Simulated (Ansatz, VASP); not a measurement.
KZnF3 in VASP and in Ansatz

```
CELL_PARAMETERS angstrom
4.12756 0.00000 0.00000
0.00000 4.12756 0.00000
0.00000 0.00000 4.12756
ATOMIC_POSITIONS crystal
K 0.00000 0.00000 0.00000
Zn 0.50000 0.50000 0.50000
F 0.00000 0.50000 0.50000
F 0.50000 0.00000 0.50000
F 0.50000 0.50000 0.00000
```

Alike in both runs: functional PBE; k mesh 6 × 6 × 6; occupations gaussian, width 0.02 eV; no spin polarisation.

Ansatz relaxed the structure, and its values are those at the end. VASP's run is a single point on that final structure, the one shown.

|  | VASP | Ansatz |
| --- | --- | --- |
| version | VASP 6.6.1 | Ansatz 0.2.0 |
| potentials or method | VASP PAW PBE potentials, release 64 (K_sv, Zn, F), cutoff 520 eV | scalar-relativistic, plane waves, PAW |
| valence electrons in the cell | 42 | 42 |

```tsv
	VASP	Ansatz	Ansatz less VASP
gap on the k mesh at the Fermi level (eV)	3.65	3.71	+0.062
least direct gap on the mesh (eV)	5.19	5.22	+0.036
pressure (GPa)	0.2	0.0	-0.25
```
